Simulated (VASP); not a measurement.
Wanted: the native input for a VASP 6.6.1 run.

- Task: single point
- Functional: PBE
- Potentials or basis: VASP PAW PBE potentials, release 64 (I, Cu)
- Cutoff: 520 eV
- k mesh: 8 × 8 × 8
- Occupations: gaussian, width 0.014 eV
- Spin: no spin polarisation
- Dipole correction: no
- Further INCAR settings: ALGO = Normal; EDIFF = 1e-06; NBANDS = 16

The structure of CuI (Marshite) lies in POSCAR:

```
CuI
1.0
    0.0000000000      3.0315000000      3.0315000000
    3.0315000000      0.0000000000      3.0315000000
    3.0315000000      3.0315000000      0.0000000000
I Cu
1 1
Direct
    0.0000000000      0.0000000000      0.0000000000
    0.7500000000      0.7500000000      0.7500000000
```

The input as run:

INCAR

```
SYSTEM = CuI
ALGO = Normal
EDIFF = 1E-6
ENCUT = 520
GGA = PE
ISIF = 2
ISMEAR = 0
LASPH = .TRUE.
LCHARG = .TRUE.
LELF = .TRUE.
LREAL = .FALSE.
LVHAR = .TRUE.
LWAVE = .FALSE.
NBANDS = 16
NELM = 60
PREC = Accurate
SIGMA = 0.014
```

KPOINTS

```
k-points
0
G
  8 8 8
  0 0 0
```

Potentials or basis: VASP PAW PBE potentials, release 64 (I, Cu).

Run with:

```bash
$ cat potpaw_PBE.64/I/POTCAR potpaw_PBE.64/Cu/POTCAR > POTCAR
$ mpirun -np 1 vasp_std > vasp.out
```

Results of the run:

```yaml
Pressure: 0.7 GPa
Band_gap_on_the_k_mesh: 1.14 eV, direct
```

Caveat: spin-orbit coupling is left out, which moves the levels of the heavy elements.

It took 10 s on 1 thread of Intel(R) Xeon(R) 6975P-C (Granite Rapids) (shared host), peak memory 0.18 GiB.
